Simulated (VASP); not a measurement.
# LaHg (R-3m) in VASP: a series of runs, part 2 of 2

VASP 6.6.1.

### 3 Electric field gradients, LDA (equal xy, yz and zx shear strains of +2 %)

INCAR

```
SYSTEM = LaHg
  PREC = Accurate
  ENCUT = 520
  EDIFF = 1E-8
  ISMEAR = -1
  SIGMA = 0.08
  LREAL = .FALSE.
  LASPH = .TRUE.
  NELM = 60
  ALGO = Normal
  ISIF = 2
  LWAVE = .FALSE.
  LCHARG = .FALSE.
  LEFG = .TRUE.
  NBANDS = 18
```

KPOINTS

```
Automatic mesh
0
G
  11 11 11
  0 0 0
```

POSCAR

```
LaHg
1.0
    3.8370000000      0.0383700000      0.0383700000
    0.0383700000      3.8370000000      0.0383700000
    0.0383700000      0.0383700000      3.8370000000
La Hg
1 1
Direct
    0.5000000000      0.5000000000      0.5000000000
    0.0000000000      0.0000000000      0.0000000000
```

Potentials or basis: VASP PAW LDA potentials, release 64 (La, Hg).

Run with:

```sh
$ cat potpaw_LDA.64/La/POTCAR potpaw_LDA.64/Hg/POTCAR > POTCAR
$ mpirun -np 1 vasp_std > vasp.out
```

OUTCAR:

```text
SYSTEM = LaHg
   PREC = Accurate
   ENCUT = 520
   EDIFF = 1E-8
   ISMEAR = -1
   LREAL = .FALSE.
   LASPH = .TRUE.
   NELM = 60
   ISIF = 2

 ion  position               nearest neighbor table
   1  0.500  0.500  0.500-   2 3.30   2 3.30   2 3.30   2 3.30   2 3.30   2 3.30   2 3.39   2 3.39

   2  0.000  0.000  0.000-   1 3.30   1 3.30   1 3.30   1 3.30   1 3.30   1 3.30   1 3.39   1 3.39

  LATTYP: Found a trigonal (rhomboedric) cell.
 ALAT       =     3.8373836808
 COS(alpha) =     0.0200959808

  Lattice vectors:

 A1 = (   3.8370000000,   0.0383700000,   0.0383700000)
 A2 = (   0.0383700000,   3.8370000000,   0.0383700000)
 A3 = (   0.0383700000,   0.0383700000,   3.8370000000)

Analysis of symmetry for initial positions (statically):
=====================================================================
 Subroutine PRICEL returns:
 Original cell was already a primitive cell.

 Routine SETGRP: Setting up the symmetry group for a
 trigonal (rhombohedral) supercell.

 Subroutine GETGRP returns: Found 12 space group operations
 (whereof 12 operations were pure point group operations)
 out of a pool of 12 trial point group operations.

The static configuration has the point symmetry D_3d.

Analysis of symmetry for dynamics (positions and initial velocities):
=====================================================================
 Subroutine PRICEL returns:
 Original cell was already a primitive cell.

 Routine SETGRP: Setting up the symmetry group for a
 trigonal (rhombohedral) supercell.

 Subroutine GETGRP returns: Found 12 space group operations
 (whereof 12 operations were pure point group operations)
 out of a pool of 12 trial point group operations.

The dynamic configuration has the point symmetry D_3d.

 Subroutine INISYM returns: Found 12 space group operations
 (whereof 12 operations are pure point group operations),
 and found     1 'primitive' translations

----------------------------------------------------------------------------------------

                                     Primitive cell

  volume of cell :      56.4737

  direct lattice vectors                    reciprocal lattice vectors
     3.837000000  0.038370000  0.038370000     0.260671894 -0.002580910 -0.002580910
     0.038370000  3.837000000  0.038370000    -0.002580910  0.260671894 -0.002580910
     0.038370000  0.038370000  3.837000000    -0.002580910 -0.002580910  0.260671894

  length of vectors
     3.837383681  3.837383681  3.837383681     0.260697447  0.260697447  0.260697447

  position of ions in fractional coordinates (direct lattice)
     0.500000000  0.500000000  0.500000000
     0.000000000  0.000000000  0.000000000

  ion indices of the primitive-cell ions
   primitive index   ion index
                 1           1
                 2           2

----------------------------------------------------------------------------------------

 KPOINTS: Automatic mesh

Automatic generation of k-mesh.
 Grid dimensions read from file:
[... 72 lines left out ...]
   ISYM   =      2    0-nonsym 1-usesym 2-fastsym
   POTIM  = 0.5000    time-step for ionic-motion
   TEBEG  =    0.0;   TEEND  =   0.0 temperature during run
   PSTRESS=    0.0 pullay stress
   NELECT =      23.0000    total number of electrons
   NUPDOWN=      -1.0000    fix difference up-down
   EMIN   =  10.00;   EMAX   =-10.00  energy-range for DOS
   EFERMI =   0.00;   METHOD = LEGACY
   ISMEAR =    -1;   SIGMA  =   0.08  broadening in eV -4-tet -1-fermi 0-gaus
   EFERMI_NEDOS =   21; number of points for ismear=-14 and -15
   IALGO  =     38    algorithm
   IMIX   =      4    mixing-type and parameters
     AMIX     =   0.40;   BMIX     =  1.00
     AMIX_MAG =   1.60;   BMIX_MAG =  1.00
  volume/ion in A,a.u.               =      28.24       190.55
  Fermi-wavevector in a.u.,A,eV,Ry     =   1.213488  2.293160 20.035299  1.472553
  Thomas-Fermi vector in A             =   2.348938
   LORBIT       =      0    0 simple, 1 ext, 2 COOP (PROOUT), +10 PAW based schemes
   GGA     = CA    functional components
   LHFCALC =     F    Hartree Fock is set to
   AEXX    =    0.0000 exact exchange contribution
   IVDW    =     0    specifies the selected vdW correction
   LEPSILON=     F    determine dielectric tensor
   LRPA    =     F    only Hartree local field effects (RPA)
 non-spin polarized calculation
  energy-cutoff  :      520.00
  volume of cell :       56.47
 maximum number of plane-waves:      1536
 NGX is ok and might be reduce to    30
   NGX = 15   NGY = 15   NGZ = 15

 number of electron      23.0000002 magnetization

 Free energy of the ion-electron system (eV)
  ---------------------------------------------------
  ext. energy  EPLUGINS =         0.00000000
  ---------------------------------------------------
  free energy    TOTEN  =        -7.68541445 eV

  energy without entropy =       -7.62762715  energy(sigma->0) =       -7.65652080

 E-fermi :   6.6159     XC(G=0): -10.6547

 val. band max:        6.6153012121   @ k =   0.0909  -0.0000  -0.0000
 cond. band min:       6.6226395022   @ k =  -0.1818   0.0909   0.0000
 fundamental gap:      0.0073382901
 Fermi energy:         6.6158618312

 k-point     1 :       0.0000    0.0000    0.0000
  band No.  band energies     occupation
      1     -26.3101      2.00000
      2      -9.7866      2.00000
      3      -9.7866      2.00000
      4      -9.7518      2.00000
      5      -1.0472      2.00000
      6      -1.0472      2.00000
[... 481 lines left out ...]
      5      -0.9369      2.00000
      6      -0.8065      2.00000
[... 10 lines left out ...]
     17       8.1662      0.00000
     18       8.1751      0.00000

 [... further k-points ...]

------------------------ aborting loop because EDIFF is reached ----------------------------------------

  FORCE on cell =-STRESS in cart. coord.  units (eV):
  Direction    XX          YY          ZZ          XY          YZ          ZX
  --------------------------------------------------------------------------------------
  -------------------------------------------------------------------------------------
  Total       -0.5893009     -0.5893009     -0.5893009     -0.1558859     -0.1558859     -0.1558859
  in kB      -16.7186715    -16.7186715    -16.7186715     -4.4225365     -4.4225365     -4.4225365
  external PRESSURE =     -16.7186715 kB  Pullay stress =       0.0000000 kB

 VOLUME and BASIS-vectors are now :
 -----------------------------------------------------------------------------
  energy-cutoff  :      520.00
  volume of cell :       56.47
      direct lattice vectors                 reciprocal lattice vectors
     3.837000000  0.038370000  0.038370000     0.260671894 -0.002580910 -0.002580910
     0.038370000  3.837000000  0.038370000    -0.002580910  0.260671894 -0.002580910
     0.038370000  0.038370000  3.837000000    -0.002580910 -0.002580910  0.260671894

 POSITION                                       TOTAL-FORCE (eV/Angst)
 -----------------------------------------------------------------------------------
      1.95687      1.95687      1.95687        -0.000000     -0.000000     -0.000000
      0.00000      0.00000      0.00000         0.000000      0.000000      0.000000
 -----------------------------------------------------------------------------------
    total drift:                                0.000000     -0.000000     -0.000000

  FREE ENERGIE OF THE ION-ELECTRON SYSTEM (eV)
  ---------------------------------------------------
  free  energy   TOTEN  =        -7.6854144496 eV

  energy  without entropy=       -7.6276271464  energy(sigma->0) =       -7.65652080

 Electric field gradients (V/A^2)
---------------------------------------------------------------------
 ion       V_xx      V_yy      V_zz      V_xy      V_xz      V_yz
---------------------------------------------------------------------
   1       0.000     0.000    -0.000     3.522     3.522     3.522
   2      -0.000    -0.000    -0.000    -7.918    -7.918    -7.918
---------------------------------------------------------------------

 Electric field gradients after diagonalization (V/A^2)
 (convention: |V_zz| > |V_xx| > |V_yy|)
----------------------------------------------------------------------
 ion       V_xx      V_yy      V_zz     asymmetry (V_yy - V_xx)/ V_zz
----------------------------------------------------------------------
   1      -3.522    -3.522     7.044       0.000
   2       7.918     7.918   -15.836       0.000
----------------------------------------------------------------------

           NMR quadrupolar parameters

 Cq : quadrupolar parameter    Cq=e*Q*V_zz/h
 eta: asymmetry parameters     (V_yy - V_xx)/ V_zz
 Q  : nuclear electric quadrupole moment in mb (millibarn)
----------------------------------------------------------------------
 ion       Cq(MHz)       eta       Q (mb)
----------------------------------------------------------------------
   1       0.017       0.000       1.000
   2      -0.038       0.000       1.000
----------------------------------------------------------------------
```

OSZICAR:

```text
N       E                     dE             d eps       ncg     rms          rms(c)
DAV:   1     0.196859099074E+03    0.19686E+03   -0.97289E+03  5440   0.186E+03
DAV:   2     0.189435877523E+02   -0.17792E+03   -0.16538E+03  6476   0.269E+02
DAV:   3    -0.638171051621E+01   -0.25325E+02   -0.24110E+02  7150   0.133E+02
DAV:   4    -0.815142196198E+01   -0.17697E+01   -0.16988E+01  9602   0.304E+01
DAV:   5    -0.821540937111E+01   -0.63987E-01   -0.63135E-01  7372   0.444E+00    0.434E+00
DAV:   6    -0.770187052718E+01    0.51354E+00   -0.30604E+00  8616   0.143E+01    0.313E+00
DAV:   7    -0.769611449327E+01    0.57560E-02   -0.15005E-01  8504   0.332E+00    0.167E+00
DAV:   8    -0.768600808447E+01    0.10106E-01   -0.16737E-02  9020   0.112E+00    0.143E-01
DAV:   9    -0.768545742568E+01    0.55066E-03   -0.17182E-03  9240   0.359E-01    0.429E-02
DAV:  10    -0.768541808928E+01    0.39336E-04   -0.25562E-04  9520   0.135E-01    0.235E-02
DAV:  11    -0.768541490209E+01    0.31872E-05   -0.15193E-05  8128   0.322E-02    0.126E-02
DAV:  12    -0.768541443001E+01    0.47207E-06   -0.77443E-06  9302   0.188E-02    0.105E-03
DAV:  13    -0.768541444800E+01   -0.17988E-07   -0.26351E-07  7264   0.367E-03    0.452E-04
DAV:  14    -0.768541444958E+01   -0.15768E-08   -0.24228E-08  7574   0.123E-03
   1 F= -.76854144E+01 E0= -.76565208E+01  d E =-.577873E-01
```

It took 2.2 min on 1 thread of Intel Xeon Platinum 8488C (Sapphire Rapids), shared host; peak memory 0.3 GiB.

What came out:

* Free energy: -7.6854 eV
* Pressure: -1.7 GPa
* Band gap on the k mesh: zero (an odd number of electrons rules out a gap without spin polarisation)
* Largest electric field gradient by atom: La +7.0; Hg -15.8 V/Å²

Stress tensor (GPa, compression positive):
```
-1.67 -0.44 -0.44
-0.44 -1.67 -0.44
-0.44 -0.44 -1.67
```

Electric field gradients, principal values (V/Å²):
| atom | least | middle | greatest (by size) |
| --- | --- | --- | --- |
| 1 La | -3.522 | -3.522 | 7.044 |
| 2 Hg | 7.918 | 7.918 | -15.836 |

Caveat: the cell differs from its parent crystal (equal xy, yz and zx shear strains of +2 %); without QUAD_EFG the Cq values of the log hold for a quadrupole moment of 1 mb, not for the nuclei; spin-orbit coupling is left out, which moves the levels of the heavy elements.
